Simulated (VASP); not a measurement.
# V (Pm-3m) in VASP: notebook

The runs below take V through single point, with BLYP.

Program: VASP 6.6.1. These are calculated values, not measurements. Logs are shortened: lines on timing, memory, paths and dates and some standing lists are left out, and cuts for length are marked.

## 1. The cell of the first run

The structure is cubic, space group Pm-3m (No. 221). Conventional cell: a = 2.476 Å, b = 2.476 Å, c = 2.476 Å, α = 90.00°, β = 90.00°, γ = 90.00°. Within 3.3 Å of V (site symmetry m-3m) lie 6 V at 2.48 Å.

## 2. Single point, BLYP

File INCAR:

```
PREC = Accurate
ENCUT = 520
EDIFF = 1E-7
ISMEAR = -1
SIGMA = 0.1
LREAL = F
LASPH = T
NELM = 80
ALGO = Normal
ISIF = 2
LWAVE = F
LCHARG = F
GGA = B5
ALDAX = 1.0
AGGAX = 1.0
AGGAC = 1.0
ALDAC = 0.0
NBANDS = 12
```

File KPOINTS:

```
Automatic mesh
0
Gamma
  13 13 13
```

File POSCAR:

```
V
1.0
    2.4764549283      0.0000000000      0.0000000000
    0.0000000000      2.4764549283      0.0000000000
    0.0000000000      0.0000000000      2.4764549283
V
1
Direct
    0.0000000000      0.0000000000      0.0000000000
```

Potentials or basis: VASP PAW PBE potentials, release 64 (V_sv).

Run with:

```bash
$ cat potpaw_PBE.64/V_sv/POTCAR > POTCAR
$ mpirun -np 1 vasp_std > vasp.out
```

OUTCAR:

```text
PREC = Accurate
   ENCUT = 520
   EDIFF = 1E-7
   ISMEAR = -1
   LREAL = F
   LASPH = T
   NELM = 80
   ISIF = 2
   GGA = B5

 ion  position               nearest neighbor table
   1  0.000  0.000  0.000-

  LATTYP: Found a simple cubic cell.
 ALAT       =     2.4764549283

  Lattice vectors:

 A1 = (   2.4764549283,   0.0000000000,   0.0000000000)
 A2 = (   0.0000000000,   2.4764549283,   0.0000000000)
 A3 = (   0.0000000000,   0.0000000000,   2.4764549283)

Analysis of symmetry for initial positions (statically):
=====================================================================
 Subroutine PRICEL returns:
 Original cell was already a primitive cell.

 Routine SETGRP: Setting up the symmetry group for a
 simple cubic supercell.

 Subroutine GETGRP returns: Found 48 space group operations
 (whereof 48 operations were pure point group operations)
 out of a pool of 48 trial point group operations.

The static configuration has the point symmetry O_h .

Analysis of symmetry for dynamics (positions and initial velocities):
=====================================================================
 Subroutine PRICEL returns:
 Original cell was already a primitive cell.

 Routine SETGRP: Setting up the symmetry group for a
 simple cubic supercell.

 Subroutine GETGRP returns: Found 48 space group operations
 (whereof 48 operations were pure point group operations)
 out of a pool of 48 trial point group operations.

The dynamic configuration has the point symmetry O_h .

 Subroutine INISYM returns: Found 48 space group operations
 (whereof 48 operations are pure point group operations),
 and found     1 'primitive' translations

----------------------------------------------------------------------------------------

                                     Primitive cell

  volume of cell :      15.1877

  direct lattice vectors                    reciprocal lattice vectors
     2.476454928  0.000000000  0.000000000     0.403803029  0.000000000  0.000000000
     0.000000000  2.476454928  0.000000000     0.000000000  0.403803029  0.000000000
     0.000000000  0.000000000  2.476454928     0.000000000  0.000000000  0.403803029

  length of vectors
     2.476454928  2.476454928  2.476454928     0.403803029  0.403803029  0.403803029

  position of ions in fractional coordinates (direct lattice)
     0.000000000  0.000000000  0.000000000

  ion indices of the primitive-cell ions
   primitive index   ion index
                 1           1

----------------------------------------------------------------------------------------

 KPOINTS: Automatic mesh

Automatic generation of k-mesh.
 Grid dimensions read from file:
 generate k-points for:   13   13   13

 Generating k-lattice:

  Cartesian coordinates                     Fractional coordinates (reciprocal lattice)
     0.031061771  0.000000000  0.000000000     0.076923077  0.000000000  0.000000000
     0.000000000  0.031061771  0.000000000     0.000000000  0.076923077  0.000000000
     0.000000000  0.000000000  0.031061771     0.000000000  0.000000000  0.076923077

  Length of vectors
     0.031061771  0.031061771  0.031061771

  Shift w.r.t. Gamma in fractional coordinates (k-lattice)
     0.000000000  0.000000000  0.000000000

 Subroutine IBZKPT returns following result:
 ===========================================

 Found     84 irreducible k-points:

 Following reciprocal coordinates:
            Coordinates               Weight
  0.000000  0.000000  0.000000      1.000000
  0.076923  0.000000  0.000000      6.000000
  0.153846  0.000000  0.000000      6.000000
  0.230769  0.000000  0.000000      6.000000
  0.307692  0.000000  0.000000      6.000000
  0.384615  0.000000  0.000000      6.000000
[... 16 lines left out ...]
  0.307692  0.307692  0.000000     12.000000
  0.384615  0.307692  0.000000     24.000000
 [... further k-points ...]
   k-points           NKPTS =     84   k-points in BZ     NKDIM =     84   number of bands    NBANDS=     12
   number of dos      NEDOS =    301   number of ions     NIONS =      1
   total plane-waves  NPLWV =   5832
   dimension x,y,z NGX =    18 NGY =   18 NGZ =   18
   dimension x,y,z NGXF=    36 NGYF=   36 NGZF=   36
   ions per type =               1
   NGX,Y,Z   is equivalent  to a cutoff of  12.08, 12.08, 12.08 a.u.
   NGXF,Y,Z  is equivalent  to a cutoff of  24.17, 24.17, 24.17 a.u.
 SYSTEM =  unknown system
   PREC   = accura    normal or accurate (medium, high low for compatibility)
   ISTART =      0    job   : 0-new  1-cont  2-samecut
   ICHARG =      2    charge: 1-file 2-atom 10-const
   ISPIN  =      1    spin polarized calculation?
   LNONCOLLINEAR =      F non collinear calculations
   LSORBIT =      F    spin-orbit coupling
   LASPH  =      T    aspherical Exc in radial PAW
   ENCUT  =  520.0 eV  38.22 Ry    6.18 a.u.   4.60  4.60  4.60*2*pi/ulx,y,z
   NELM   =     80;   NELMIN=  2; NELMDL= -5     # of ELM steps
   EDIFF  = 0.1E-06   stopping-criterion for ELM
[... 117 lines left out ...]
      3     -28.1195      2.00000
      4     -28.1195      2.00000
      5       5.1203      2.00000
      6       7.2861      2.00000
      7       8.3902      1.99168
      8      10.9072      0.00000
      9      10.9072      0.00000
     10      12.3641      0.00000
     11      18.7446      0.00000
     12      29.2305      0.00000

 k-point     6 :       0.3846    0.0000    0.0000
  band No.  band energies     occupation
      1     -54.5671      2.00000
      2     -29.0206      2.00000
      3     -28.1025      2.00000
      4     -28.1025      2.00000
      5       6.0014      2.00000
      6       7.4334      2.00000
      7       8.8075      1.57357
      8      10.5689      0.00000
      9      10.5689      0.00000
     10      12.3980      0.00000
     11      17.2442      0.00000
     12      28.5619      0.00000

 k-point     7 :       0.4615    0.0000    0.0000
  band No.  band energies     occupation
      1     -54.5503      2.00000
      2     -29.1236      2.00000
      3     -28.0930      2.00000
      4     -28.0930      2.00000
      5       6.6226      2.00000
      6       7.5188      2.00000
      7       8.9597      0.89216
      8      10.3857      0.00000
      9      10.3857      0.00000
     10      12.4173      0.00000
     11      16.4412      0.00000
     12      28.1916      0.00000

 k-point     8 :       0.0769    0.0769    0.0000
  band No.  band energies     occupation
      1     -54.6804      2.00000
      2     -28.2330      2.00000
      3     -28.2261      2.00000
      4     -28.1676      2.00000
      5       3.1829      2.00000
      6       6.9331      2.00000
      7       7.0229      2.00000
      8      11.9901      0.00000
      9      12.1072      0.00000
     10      12.1579      0.00000
     11      25.6633      0.00000
     12      25.8105      0.00000
[... 166 lines left out ...]
 k-point    20 :       0.3077    0.2308    0.0000
  band No.  band energies     occupation
      1     -54.5338      2.00000
      2     -28.7823      2.00000
      3     -28.5333      2.00000
      4     -28.0835      2.00000
      5       6.0107      2.00000
      6       7.7030      1.99999
      7       9.0788      0.39316
      8      10.7089      0.00000
      9      11.0449      0.00000
     10      11.5609      0.00000
     11      19.5658      0.00000
     12      23.5258      0.00000

 k-point    21 :       0.3846    0.2308    0.0000
  band No.  band energies     occupation
      1     -54.5047      2.00000
      2     -28.9618      2.00000
      3     -28.5117      2.00000
      4     -28.0670      2.00000
      5       6.5552      2.00000
      6       7.6677      1.99999
      7       9.1629      0.19095
      8      10.7321      0.00000
      9      11.5322      0.00000
     10      11.6093      0.00000
     11      17.7453      0.00000
     12      24.4543      0.00000

 k-point    22 :       0.4615    0.2308    0.0000
  band No.  band energies     occupation
      1     -54.4882      2.00000
      2     -29.0621      2.00000
      3     -28.4994      2.00000
      4     -28.0576      2.00000
      5       6.9155      2.00000
      6       7.5707      2.00000
      7       9.1403      0.23355
      8      10.5596      0.00000
      9      11.6393      0.00000
     10      12.4388      0.00000
     11      16.4354      0.00000
     12      25.3000      0.00000

 k-point    23 :       0.3077    0.3077    0.0000
  band No.  band energies     occupation
      1     -54.4994      2.00000
      2     -28.7649      2.00000
      3     -28.7388      2.00000
      4     -28.0639      2.00000
      5       6.2874      2.00000
      6       7.6761      1.99999
      7       9.9025      0.00013
      8      10.9983      0.00000
      9      11.0644      0.00000
     10      11.2235      0.00000
     11      19.1780      0.00000
     12      22.5344      0.00000

 k-point    24 :       0.3846    0.3077    0.0000
  band No.  band energies     occupation
      1     -54.4707      2.00000
      2     -28.9298      2.00000
      3     -28.7267      2.00000
      4     -28.0477      2.00000
      5       6.3631      2.00000
      6       7.7236      1.99999
      7      10.3283      0.00000
      8      10.8210      0.00000
      9      11.2218      0.00000
     10      12.0166      0.00000
     11      17.7723      0.00000
     12      22.9030      0.00000

 [... further k-points ...]
[... 5 lines left out ...]
  --------------------------------------------------------------------------------------
  -------------------------------------------------------------------------------------
  Total        0.0281804      0.0281804      0.0281804     -0.0000000      0.0000000      0.0000000
  in kB        2.9728053      2.9728053      2.9728053     -0.0000000      0.0000000      0.0000000
  external PRESSURE =       2.9728053 kB  Pullay stress =       0.0000000 kB

 VOLUME and BASIS-vectors are now :
 -----------------------------------------------------------------------------
  energy-cutoff  :      520.00
  volume of cell :       15.19
      direct lattice vectors                 reciprocal lattice vectors
     2.476454928  0.000000000  0.000000000     0.403803029  0.000000000  0.000000000
     0.000000000  2.476454928  0.000000000     0.000000000  0.403803029  0.000000000
     0.000000000  0.000000000  2.476454928     0.000000000  0.000000000  0.403803029

 POSITION                                       TOTAL-FORCE (eV/Angst)
 -----------------------------------------------------------------------------------
      0.00000      0.00000      0.00000         0.000000      0.000000      0.000000
 -----------------------------------------------------------------------------------
    total drift:                                0.000000      0.000000     -0.000000

  FREE ENERGIE OF THE ION-ELECTRON SYSTEM (eV)
  ---------------------------------------------------
  free  energy   TOTEN  =        -7.1765776216 eV

  energy  without entropy=       -7.1305218563  energy(sigma->0) =       -7.15354974
```

It took 24 s on 1 thread of AMD EPYC 9R45, shared host; peak memory 0.1 GiB.

Results:

```
Free energy : -7.1766 eV
Pressure    : 0.3 GPa
```

Levels at points of the mesh, in eV from the Fermi level:
```tsv
k point	band 4	band 5	band 6	band 7	band 8	band 9	band 10	band 11
(0.00, 0.00, 0.00)	-37.12	-6.10	-2.12	-2.12	3.31	3.31	3.31	17.96
```

Caveat: the PAW data sets were made with another functional, which shifts forces and pressure a little.

## 3. Single point, BLYP (volume scaled by 0.88)

File INCAR:

```
PREC = Accurate
ENCUT = 520
EDIFF = 1E-6
ISMEAR = -1
SIGMA = 0.1
LREAL = False
LASPH = True
NELM = 100
ALGO = Normal
ISIF = 2
LWAVE = False
LCHARG = False
GGA = B5
ALDAX = 1.0
AGGAX = 1.0
AGGAC = 1.0
ALDAC = 0.0
NBANDS = 12
```

File KPOINTS:

```
Automatic mesh
0
Gamma
  14 14 14
```

File POSCAR:

```
V
1.0
    2.3731470638      0.0000000000      0.0000000000
    0.0000000000      2.3731470638      0.0000000000
    0.0000000000      0.0000000000      2.3731470638
V
1
Direct
    0.0000000000      0.0000000000      0.0000000000
```

Potentials or basis: VASP PAW PBE potentials, release 64 (V_sv).

Run with:

```bash
$ cat potpaw_PBE.64/V_sv/POTCAR > POTCAR
$ mpirun -np 1 vasp_std > vasp.out
```

Wall time 31 s (1 thread of AMD EPYC 9R45, shared host); peak memory 0.1 GiB.

The run converged. Its results:

- Free energy: -7.0541 eV
- Pressure: 21.4 GPa

Levels at points of the mesh, in eV from the Fermi level:
| k point | band 4 | band 5 | band 6 | band 7 | band 8 | band 9 | band 10 | band 11 |
| --- | --- | --- | --- | --- | --- | --- | --- | --- |
| (0.00, 0.00, 0.00) | -36.84 | -6.38 | -2.51 | -2.51 | 3.86 | 3.86 | 3.86 | 19.56 |
| (0.50, 0.00, 0.00) | -36.71 | -2.26 | -1.66 | 0.18 | 1.59 | 1.59 | 4.07 | 8.69 |
| (0.50, 0.50, 0.00) | -36.59 | -4.04 | -0.81 | 2.09 | 2.09 | 5.22 | 6.95 | 6.95 |
| (0.50, 0.50, 0.50) | -37.81 | -2.28 | -2.28 | -2.28 | 5.35 | 5.35 | 10.85 | 14.89 |

Caveat: the PAW data sets were made with another functional, which shifts forces and pressure a little.

## 4. Single point, BLYP (volume scaled by 0.92)

File INCAR:

```
  PREC = Accurate
  ENCUT = 520
  EDIFF = 1E-6
  ISMEAR = -1
  SIGMA = 0.1
  LREAL = False
  LASPH = True
  NELM = 80
  ALGO = Normal
  ISIF = 2
  LWAVE = False
  LCHARG = True
  GGA = B5
  ALDAX = 1.0
  AGGAX = 1.0
  AGGAC = 1.0
  ALDAC = 0.0
  LELF = True
  LVHAR = True
  NBANDS = 12
```

File KPOINTS:

```
regular mesh
0
Gamma
  14 14 14
```

File POSCAR:

```
V
1.0
    2.4085723919      0.0000000000      0.0000000000
    0.0000000000      2.4085723919      0.0000000000
    0.0000000000      0.0000000000      2.4085723919
V
1
Direct
    0.0000000000      0.0000000000      0.0000000000
```

Run with:

```bash
$ cat potpaw_PBE.64/V_sv/POTCAR > POTCAR
$ mpirun -np 1 vasp_std > vasp.out
```

It took 31 s on 1 thread of AMD EPYC 9R45, shared host; peak memory 0.1 GiB.

Results (log left out):

* Free energy: -7.1193 eV
* Pressure: 13.1 GPa

Levels at points of the mesh, in eV from the Fermi level:
| k point | band 3 | band 4 | band 5 | band 6 | band 7 | band 8 | band 9 | band 10 | band 11 | band 12 |
| --- | --- | --- | --- | --- | --- | --- | --- | --- | --- | --- |
| (0.00, 0.00, 0.00) | -36.93 | -36.93 | -6.28 | -2.36 | -2.36 | 3.67 | 3.67 | 3.67 | 19.00 | 19.00 |
| (0.50, 0.00, 0.00) | -36.82 | -36.82 | -2.24 | -1.56 | 0.13 | 1.54 | 1.54 | 3.87 | 8.23 | 19.82 |
| (0.50, 0.50, 0.00) | -37.96 | -36.71 | -3.77 | -0.79 | 2.01 | 2.01 | 4.95 | 6.63 | 6.63 | 13.34 |
| (0.50, 0.50, 0.50) | -37.79 | -37.79 | -2.10 | -2.10 | -2.10 | 5.06 | 5.06 | 10.80 | 14.19 | 14.19 |

Caveat: the PAW data sets were made with another functional, which shifts forces and pressure a little.

## 5. Single point, BLYP (volume scaled by 0.96)

File INCAR:

```
SYSTEM = V
PREC = Accurate
ENCUT = 520
EDIFF = 1E-6
ISMEAR = -1
SIGMA = 0.1
LREAL = .False.
LASPH = .True.
NELM = 100
ALGO = Normal
ISIF = 2
LWAVE = .False.
LCHARG = .False.
GGA = B5
ALDAX = 1.0
AGGAX = 1.0
AGGAC = 1.0
ALDAC = 0.0
NBANDS = 12
```

File KPOINTS:

```
regular mesh
0
Gamma
  14 14 14
  0 0 0
```

File POSCAR:

```
V
1.0
    2.4429852183      0.0000000000      0.0000000000
    0.0000000000      2.4429852183      0.0000000000
    0.0000000000      0.0000000000      2.4429852183
V
1
Direct
    0.0000000000      0.0000000000      0.0000000000
```

Run with:

```bash
$ cat potpaw_PBE.64/V_sv/POTCAR > POTCAR
$ mpirun -np 1 vasp_std > vasp.out
```

Wall time 27 s (1 thread of AMD EPYC 9R45, shared host); peak memory 0.1 GiB.

Results (log left out):

| Item | Value |
| --- | --- |
| Free energy | -7.1562 eV |
| Pressure | 6.4 GPa |

Levels at points of the mesh, in eV from the Fermi level:
| k point | band 5 | band 6 | band 7 | band 8 | band 9 | band 10 |
| --- | --- | --- | --- | --- | --- | --- |
| (0.00, 0.00, 0.00) | -6.18 | -2.22 | -2.22 | 3.50 | 3.50 | 3.50 |
| (0.50, 0.00, 0.00) | -2.22 | -1.47 | 0.09 | 1.50 | 1.50 | 3.68 |
| (0.50, 0.50, 0.00) | -3.52 | -0.77 | 1.93 | 1.93 | 4.69 | 6.34 |
| (0.50, 0.50, 0.50) | -1.95 | -1.95 | -1.95 | 4.80 | 4.80 | 10.76 |

Caveat: the PAW data sets were made with another functional, which shifts forces and pressure a little.

## 6. Single point, BLYP

File INCAR:

```
SYSTEM = V
  PREC = Accurate
  ENCUT = 520
  EDIFF = 1E-7
  ISMEAR = -1
  SIGMA = 0.1
  LREAL = .FALSE.
  LASPH = .TRUE.
  NELM = 100
  ALGO = Normal
  ISIF = 2
  LWAVE = .FALSE.
  LCHARG = .FALSE.
  GGA = B5
  ALDAX = 1.0
  AGGAX = 1.0
  AGGAC = 1.0
  ALDAC = 0.0
  NBANDS = 12
```

File KPOINTS:

```
Automatic mesh
0
G
  14 14 14
  0 0 0
```

File POSCAR:

```
V
1.0
    2.4764549283      0.0000000000      0.0000000000
    0.0000000000      2.4764549283      0.0000000000
    0.0000000000      0.0000000000      2.4764549283
V
1
Direct
    0.0000000000      0.0000000000      0.0000000000
```

Potentials or basis: VASP PAW PBE potentials, release 64 (V_sv).

Run with:

```bash
$ cat potpaw_PBE.64/V_sv/POTCAR > POTCAR
$ mpirun -np 1 vasp_std > vasp.out
```

It took 32 s on 1 thread of AMD EPYC 9R45, shared host; peak memory 0.1 GiB.

Results (log left out):

| Item | Value |
| --- | --- |
| Free energy | -7.1699 eV |
| Pressure | 0.8 GPa |

Levels at points of the mesh, in eV from the Fermi level:
| k point | band 3 | band 4 | band 5 | band 6 | band 7 | band 8 | band 9 | band 10 | band 11 | band 12 |
| --- | --- | --- | --- | --- | --- | --- | --- | --- | --- | --- |
| (0.00, 0.00, 0.00) | -37.09 | -37.09 | -6.07 | -2.10 | -2.10 | 3.34 | 3.34 | 3.34 | 17.99 | 17.99 |
| (0.50, 0.00, 0.00) | -37.01 | -37.01 | -2.20 | -1.39 | 0.05 | 1.45 | 1.45 | 3.51 | 7.42 | 19.23 |
| (0.50, 0.50, 0.00) | -37.91 | -36.92 | -3.30 | -0.76 | 1.86 | 1.86 | 4.46 | 6.08 | 6.08 | 12.59 |
| (0.50, 0.50, 0.50) | -37.78 | -37.78 | -1.81 | -1.81 | -1.81 | 4.56 | 4.56 | 10.70 | 12.98 | 12.98 |

Caveat: the PAW data sets were made with another functional, which shifts forces and pressure a little.

## 7. Overview

| cell | k mesh | gap on the mesh (eV) | pressure (GPa) |
| --- | --- | --- | --- |
| a = 2.476 Å, 1 atom | 13 × 13 × 13 | none | 0.3 |
| a = 2.373 Å, 1 atom | 14 × 14 × 14 | none | 21.4 |
| a = 2.409 Å, 1 atom | 14 × 14 × 14 | none | 13.1 |
| a = 2.443 Å, 1 atom | 14 × 14 × 14 | none | 6.4 |
| a = 2.476 Å, 1 atom | 14 × 14 × 14 | none | 0.8 |

Alike in all rows: task single point; level BLYP; potentials or basis VASP PAW PBE potentials, release 64 (V_sv); no spin polarisation; cutoff (eV) 520; smearing fermi-dirac 0.1 eV.

Caveats: the PAW data sets were made with another functional, which shifts forces and pressure a little.

Total energies depend on the potentials used, so only differences within one code and one set of settings carry meaning.
